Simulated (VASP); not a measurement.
Crystal: GaAs.

```
As Ga
1.0
     0.00000    2.82685    2.82685
     2.82685    0.00000    2.82685
     2.82685    2.82685    0.00000
As Ga
1 1
Direct
  0.75000 0.75000 0.75000
  0.00000 0.00000 0.00000
```

Base run:

- Program: VASP 6.6.1
- Functional: PBE-based global hybrid with 10 % exact exchange
- Potentials or basis: VASP PAW PBE potentials, release 64 (As, Ga_d)
- Cutoff: 520 eV
- k mesh: 5 × 5 × 5
- Occupations: fermi-dirac, width 0.05 eV
- Spin: no spin polarisation

Its results: band gap on the k mesh 1.12 eV; pressure 2.4 GPa.

**Question.** The run is repeated on the same cell with these changes: functional from PBE-based global hybrid with 10 % exact exchange to PBE-based global hybrid with 15 % exact exchange; share of exact exchange from 0.1 to 0.15. What comes out?

**Answer.** Band gap on the k mesh 1.44 eV; pressure 1.9 GPa.

Caveats: the PAW data sets were made with another functional, which shifts forces and pressure a little; an odd mesh through Γ misses points on the zone boundary, where band edges can lie (at least some runs).
